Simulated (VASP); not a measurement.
Input of a VASP 6.6.1 run:

File INCAR:

```
SYSTEM = Ba
PREC = Accurate
ENCUT = 520
EDIFF = 1E-7
ISMEAR = 1
SIGMA = 0.02
LREAL = .FALSE.
LASPH = .TRUE.
NELM = 60
ALGO = Normal
ISIF = 2
LWAVE = .FALSE.
LCHARG = .FALSE.
GGA = CA
NBANDS = 28
```

The input KPOINTS:

```
Automatic mesh
0
G
  5 5 5
  0 0 0
```

Contents of POSCAR:

```
Ba
1.0
   -4.1311947500      4.1311947500      3.8367706500
    4.1311947500     -4.1311947500      3.8367706500
    4.1311947500      4.1311947500     -3.8367706500
Ba
4
Direct
    0.8181421101      0.6818578899      0.5000000000
    0.1818578899      0.3181421101      0.5000000000
    0.3181421101      0.8181421101      0.1362842202
    0.6688260971      0.1688260971      0.8637157798
```

Potentials or basis: VASP PAW LDA potentials, release 64 (Ba_sv).

Command:

```console
$ cat potpaw_LDA.64/Ba_sv/POTCAR > POTCAR
$ mpirun -np 1 vasp_std > vasp.out
```

Predict the largest force.

0.182 eV/Å.

What does it give for the pressure?

-1.3 GPa.

Estimate the band gap on the k mesh.

zero (bands 20 and 21 overlap by 0.28 eV).

Stress tensor (GPa, compression positive):
```
-1.27  0.00 -0.03
 0.00 -1.27 -0.03
-0.03 -0.03 -1.43
```

Caveat: spin-orbit coupling is left out, which moves the levels of the heavy elements.
